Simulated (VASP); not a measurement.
# Y (Fm-3m) in VASP: single point with r2SCAN

Aim: the single point of Y with r2SCAN.

Program: VASP 6.6.1. These are calculated values, not measurements. Logs are shortened: lines on timing, memory, paths and dates and some standing lists are left out, and cuts for length are marked.

### 1 The cell of the first run

The structure is cubic, space group Fm-3m (No. 225). The conventional cell has a = 5.101 Å, b = 5.101 Å, c = 5.101 Å, α = 90.00°, β = 90.00°, γ = 90.00°. Y (site symmetry m-3m) has 12 Y at 3.61 Å within 4.7 Å.

This isn't the form of Y at room conditions, which is hcp.

### 2 Single point, r2SCAN

POSCAR

```
Y
1.0
    2.5504521294      2.5504521294      0.0000000000
   -2.5504521294      2.5504521294      0.0000000000
    0.0000000000      0.0000000000      5.1009042588
Y
2
Direct
    0.0000000000      0.0000000000      0.0000000000
    0.5000000000      0.5000000000      0.5000000000
```

INCAR.step1

```
SYSTEM = Y
ALGO     = Normal         ! electronic algorithm
EDIFF    = 1E-4           ! SCF threshold, eV
ENCUT    = 520            ! plane-wave cutoff, eV
GGA      = PE             ! functional
ISMEAR   = 0              ! smearing method
LASPH    = .True.         ! aspherical terms in the spheres
LCHARG   = .False.        ! write CHGCAR
LREAL    = .False.        ! projectors in reciprocal space
LWAVE    = .True.         ! write WAVECAR
NBANDS   = 18             ! bands
NELM     = 80             ! most SCF steps
PREC     = Accurate       ! precision mode
SIGMA    = 0.1            ! smearing width, eV
```

INCAR.step2

```
SYSTEM = Y
ALGO     = Normal         ! electronic algorithm
EDIFF    = 1E-7           ! SCF threshold, eV
ENCUT    = 520            ! plane-wave cutoff, eV
ISIF     = 2              ! what is computed and relaxed
ISMEAR   = 0              ! smearing method
ISTART   = 1            
LASPH    = .True.         ! aspherical terms in the spheres
LCHARG   = .False.        ! write CHGCAR
LMIXTAU  = .True.       
LREAL    = .False.        ! projectors in reciprocal space
LWAVE    = .False.        ! write WAVECAR
METAGGA  = R2SCAN         ! meta-GGA
NBANDS   = 18             ! bands
NELM     = 80             ! most SCF steps
PREC     = Accurate       ! precision mode
SIGMA    = 0.1            ! smearing width, eV
```

KPOINTS

```
k-points
0
Gamma
  14 14 10
  0 0 0
```

Potentials or basis: VASP PAW PBE potentials, release 64 (Y_sv).

Command:

```
$ cat potpaw_PBE.64/Y_sv/POTCAR > POTCAR
$ cp INCAR.step1 INCAR
$ mpirun -np 1 vasp_std > vasp.out
$ cp INCAR.step2 INCAR
$ mpirun -np 1 vasp_std > vasp.out
```

OUTCAR:

```text
SYSTEM = Y
   EDIFF = 1E-7
   ENCUT = 520
   ISIF = 2
   ISMEAR = 0
   ISTART = 1
   LASPH = .True.
   LREAL = .False.
   METAGGA = R2SCAN
   NELM = 80
   PREC = Accurate

 ion  position               nearest neighbor table
   1  0.000  0.000  0.000-   2 3.61   2 3.61   2 3.61   2 3.61   2 3.61   2 3.61   2 3.61   2 3.61

   2  0.500  0.500  0.500-   1 3.61   1 3.61   1 3.61   1 3.61   1 3.61   1 3.61   1 3.61   1 3.61

  LATTYP: Found a simple tetragonal cell.
 ALAT       =     3.6068839916
 C/A-ratio  =     1.4142135624

  Lattice vectors:

 A1 = (   2.5504521294,   2.5504521294,   0.0000000000)
 A2 = (  -2.5504521294,   2.5504521294,   0.0000000000)
 A3 = (   0.0000000000,   0.0000000000,   5.1009042588)

Analysis of symmetry for initial positions (statically):
=====================================================================
 Subroutine PRICEL returns following result:

  LATTYP: Found a face centered cubic cell.
 ALAT       =     5.1009042588

  Lattice vectors:

 A1 = (   0.0000000000,  -2.5504521294,  -2.5504521294)
 A2 = (   2.5504521294,   0.0000000000,  -2.5504521294)
 A3 = (   2.5504521294,  -2.5504521294,   0.0000000000)

   2 primitive cells build up your supercell.

 Routine SETGRP: Setting up the symmetry group for a
 simple tetragonal supercell.

 Subroutine GETGRP returns: Found 16 space group operations
 (whereof 16 operations were pure point group operations)
 out of a pool of 16 trial point group operations.

The static configuration has the point symmetry D_4h.

Analysis of symmetry for dynamics (positions and initial velocities):
=====================================================================
 Subroutine PRICEL returns following result:

  LATTYP: Found a face centered cubic cell.
 ALAT       =     5.1009042588

  Lattice vectors:

 A1 = (   0.0000000000,  -2.5504521294,  -2.5504521294)
 A2 = (   2.5504521294,   0.0000000000,  -2.5504521294)
 A3 = (   2.5504521294,  -2.5504521294,   0.0000000000)

   2 primitive cells build up your supercell.

 Routine SETGRP: Setting up the symmetry group for a
 simple tetragonal supercell.

 Subroutine GETGRP returns: Found 16 space group operations
 (whereof 16 operations were pure point group operations)
 out of a pool of 16 trial point group operations.

The dynamic configuration has the point symmetry D_4h.

 Subroutine INISYM returns: Found 16 space group operations
 (whereof 16 operations are pure point group operations),
 and found     2 'primitive' translations

----------------------------------------------------------------------------------------

                                     Primitive cell

  volume of cell :      33.1804

  direct lattice vectors                    reciprocal lattice vectors
     0.000000000 -2.550452129 -2.550452129    -0.196043672 -0.196043672 -0.196043672
     2.550452129  0.000000000 -2.550452129     0.196043672  0.196043672 -0.196043672
     2.550452129 -2.550452129  0.000000000     0.196043672 -0.196043672  0.196043672

  length of vectors
     3.606883992  3.606883992  3.606883992     0.339557600  0.339557600  0.339557600

  position of ions in fractional coordinates (direct lattice)
     0.000000000  0.000000000  0.000000000

  ion indices of the primitive-cell ions
   primitive index   ion index
                 1           1

----------------------------------------------------------------------------------------

 KPOINTS: k-points

Automatic generation of k-mesh.
 Grid dimensions read from file:
 generate k-points for:   14   14   10

 Generating k-lattice:

  Cartesian coordinates                     Fractional coordinates (reciprocal lattice)
     0.014003119  0.014003119  0.000000000     0.071428571  0.000000000  0.000000000
    -0.014003119  0.014003119  0.000000000     0.000000000  0.071428571  0.000000000
     0.000000000  0.000000000  0.019604367     0.000000000  0.000000000  0.100000000

  Length of vectors
     0.019803401  0.019803401  0.019604367

  Shift w.r.t. Gamma in fractional coordinates (k-lattice)
     0.000000000  0.000000000  0.000000000

 Subroutine IBZKPT returns following result:
 ===========================================

 Found    216 irreducible k-points:

 Following reciprocal coordinates:
            Coordinates               Weight
  0.000000  0.000000  0.000000      1.000000
  0.071429  0.000000  0.000000      4.000000
  0.142857  0.000000  0.000000      4.000000
  0.214286  0.000000  0.000000      4.000000
  0.285714  0.000000  0.000000      4.000000
  0.357143  0.000000  0.000000      4.000000
[... 16 lines left out ...]
  0.285714  0.214286  0.000000      8.000000
  0.357143  0.214286  0.000000      8.000000
 [... further k-points ...]
   k-points           NKPTS =    216   k-points in BZ     NKDIM =    216   number of bands    NBANDS=     18
   number of dos      NEDOS =    301   number of ions     NIONS =      2
   total plane-waves  NPLWV =  31360
   dimension x,y,z NGX =    28 NGY =   28 NGZ =   40
   dimension x,y,z NGXF=    56 NGYF=   56 NGZF=   80
   ions per type =               2
   NGX,Y,Z   is equivalent  to a cutoff of  12.91, 12.91, 13.04 a.u.
   NGXF,Y,Z  is equivalent  to a cutoff of  25.81, 25.81, 26.07 a.u.
 SYSTEM =  Y
   PREC   = accura    normal or accurate (medium, high low for compatibility)
   ISTART =      1    job   : 0-new  1-cont  2-samecut
   ICHARG =      0    charge: 1-file 2-atom 10-const
   ISPIN  =      1    spin polarized calculation?
   LNONCOLLINEAR =      F non collinear calculations
   LSORBIT =      F    spin-orbit coupling
   LASPH  =      T    aspherical Exc in radial PAW
   ENCUT  =  520.0 eV  38.22 Ry    6.18 a.u.   6.71  6.71  9.48*2*pi/ulx,y,z
   NELM   =     80;   NELMIN=  2; NELMDL=  0     # of ELM steps
   EDIFF  = 0.1E-06   stopping-criterion for ELM
   LREAL  =      F    real-space projection
   EDIFFG = 0.1E-05   stopping-criterion for IOM
   NSW    =      0    number of steps for IOM
   IBRION =     -1    ionic relax: 0-MD 1-quasi-New 2-CG
   NFREE  =      0    steps in history (QN), initial steepest desc. (CG)
   ISIF   =      2    stress and relaxation
   ISYM   =      2    0-nonsym 1-usesym 2-fastsym
   POTIM  = 0.5000    time-step for ionic-motion
   TEBEG  =    0.0;   TEEND  =   0.0 temperature during run
   PSTRESS=    0.0 pullay stress
   NELECT =      22.0000    total number of electrons
   NUPDOWN=      -1.0000    fix difference up-down
   EMIN   =  10.00;   EMAX   =-10.00  energy-range for DOS
   EFERMI =   0.00;   METHOD = LEGACY
   ISMEAR =     0;   SIGMA  =   0.10  broadening in eV -4-tet -1-fermi 0-gaus
   EFERMI_NEDOS =   21; number of points for ismear=-14 and -15
   IALGO  =     38    algorithm
   IMIX   =      4    mixing-type and parameters
     AMIX     =   0.40;   BMIX     =  1.00
     AMIX_MAG =   1.60;   BMIX_MAG =  1.00
  volume/ion in A,a.u.               =      33.18       223.91
  Fermi-wavevector in a.u.,A,eV,Ry     =   1.133040  2.141135 17.466880  1.283779
  Thomas-Fermi vector in A             =   2.269742
   LORBIT       =      0    0 simple, 1 ext, 2 COOP (PROOUT), +10 PAW based schemes
   METAGGA = R2SCAN    functional components
   LHFCALC =     F    Hartree Fock is set to
   AEXX    =    0.0000 exact exchange contribution
   IVDW    =     0    specifies the selected vdW correction
   LEPSILON=     F    determine dielectric tensor
   LRPA    =     F    only Hartree local field effects (RPA)
 non-spin polarized calculation
 Gauss-broadening in eV      SIGMA  =   0.10
  energy-cutoff  :      520.00
  volume of cell :       66.36
 maximum number of plane-waves:      1809
 NGX is ok and might be reduce to    28
   NGX = 13   NGY = 13   NGZ = 19

 number of electron      21.9999999 magnetization

 Free energy of the ion-electron system (eV)
  ---------------------------------------------------
  ext. energy  EPLUGINS =         0.00000000
  ---------------------------------------------------
  free energy    TOTEN  =       -40.45308706 eV

  energy without entropy =      -40.43676340  energy(sigma->0) =      -40.44492523

 E-fermi :   3.0472     XC(G=0): -10.0367

 val. band max:        3.0358063563   @ k =   0.5000   0.1429   0.3000
 cond. band min:       3.0481151362   @ k =   0.3571   0.3571   0.5000
 fundamental gap:      0.0123087799
 Fermi energy:         3.0472127570

 k-point     1 :       0.0000    0.0000    0.0000
  band No.  band energies     occupation
      1     -41.1840      2.00000
      2     -41.0970      2.00000
      3     -20.7530      2.00000
      4     -20.4270      2.00000
      5     -20.4270      2.00000
      6     -20.2296      2.00000
[... 10 lines left out ...]
     17       7.1640      0.00000
     18       8.6209      0.00000

 k-point     2 :       0.0714    0.0000    0.0000
  band No.  band energies     occupation
      1     -41.1818      2.00000
      2     -41.0970      2.00000
      3     -20.7451      2.00000
      4     -20.4398      2.00000
      5     -20.4233      2.00000
      6     -20.2479      2.00000
[... 10 lines left out ...]
     17       7.1547      0.00000
     18       8.3301      0.00000

 k-point     3 :       0.1429    0.0000    0.0000
  band No.  band energies     occupation
      1     -41.1756      2.00000
      2     -41.0972      2.00000
      3     -20.7219      2.00000
      4     -20.4751      2.00000
      5     -20.4125      2.00000
      6     -20.2990      2.00000
[... 10 lines left out ...]
     17       7.1524      0.00000
     18       7.7514      0.00000

 k-point     4 :       0.2143    0.0000    0.0000
  band No.  band energies     occupation
      1     -41.1661      2.00000
      2     -41.0980      2.00000
      3     -20.6852      2.00000
      4     -20.5245      2.00000
      5     -20.3956      2.00000
      6     -20.3732      2.00000
[... 375 lines left out ...]
      4     -20.5562      2.00000
      5     -20.4464      2.00000
      6     -20.4349      2.00000
[... 10 lines left out ...]
     17       6.0505      0.00000
     18       7.6629      0.00000

 k-point    23 :       0.2857    0.2143    0.0000
  band No.  band energies     occupation
      1     -41.1400      2.00000
      2     -41.0974      2.00000
      3     -20.5978      2.00000
      4     -20.5893      2.00000
      5     -20.5118      2.00000
      6     -20.4278      2.00000
[... 10 lines left out ...]
     17       6.2587      0.00000
     18       7.8483      0.00000

 k-point    24 :       0.3571    0.2143    0.0000
  band No.  band energies     occupation
      1     -41.1292      2.00000
      2     -41.0995      2.00000
      3     -20.6377      2.00000
      4     -20.5783      2.00000
      5     -20.5441      2.00000
      6     -20.4113      2.00000
[... 10 lines left out ...]
     17       6.6239      0.00000
     18       8.1795      0.00000

 [... further k-points ...]

------------------------ aborting loop because EDIFF is reached ----------------------------------------

  FORCE on cell =-STRESS in cart. coord.  units (eV):
  Direction    XX          YY          ZZ          XY          YZ          ZX
  --------------------------------------------------------------------------------------
  -------------------------------------------------------------------------------------
  Total        0.0214619      0.0214619      0.0352018      0.0000000      0.0000000      0.0000000
  in kB        0.5181640      0.5181640      0.8498914      0.0000000      0.0000000      0.0000000
  external PRESSURE =       0.6287398 kB  Pullay stress =       0.0000000 kB

 VOLUME and BASIS-vectors are now :
 -----------------------------------------------------------------------------
  energy-cutoff  :      520.00
  volume of cell :       66.36
      direct lattice vectors                 reciprocal lattice vectors
     2.550452129  2.550452129  0.000000000     0.196043672  0.196043672  0.000000000
    -2.550452129  2.550452129  0.000000000    -0.196043672  0.196043672  0.000000000
     0.000000000  0.000000000  5.100904259     0.000000000  0.000000000  0.196043672

 POSITION                                       TOTAL-FORCE (eV/Angst)
 -----------------------------------------------------------------------------------
      0.00000      0.00000      0.00000         0.000000     -0.000000      0.000000
      0.00000      2.55045      2.55045        -0.000000      0.000000     -0.000000
 -----------------------------------------------------------------------------------
    total drift:                               -0.000000      0.000000      0.000000

  FREE ENERGIE OF THE ION-ELECTRON SYSTEM (eV)
  ---------------------------------------------------
  free  energy   TOTEN  =       -40.4530870590 eV

  energy  without entropy=      -40.4367633950  energy(sigma->0) =      -40.44492523
```

It took 11 min on 1 thread of Intel Xeon Platinum 8488C (Sapphire Rapids), shared host; peak memory 0.37 GiB.

Results:

```
Free energy            : -40.4531 eV
Pressure               : 0.1 GPa
Band gap on the k mesh : zero (bands 11 and 12 overlap by 1.19 eV)
```

Caveat: the PAW data sets were made with another functional, which shifts forces and pressure a little.
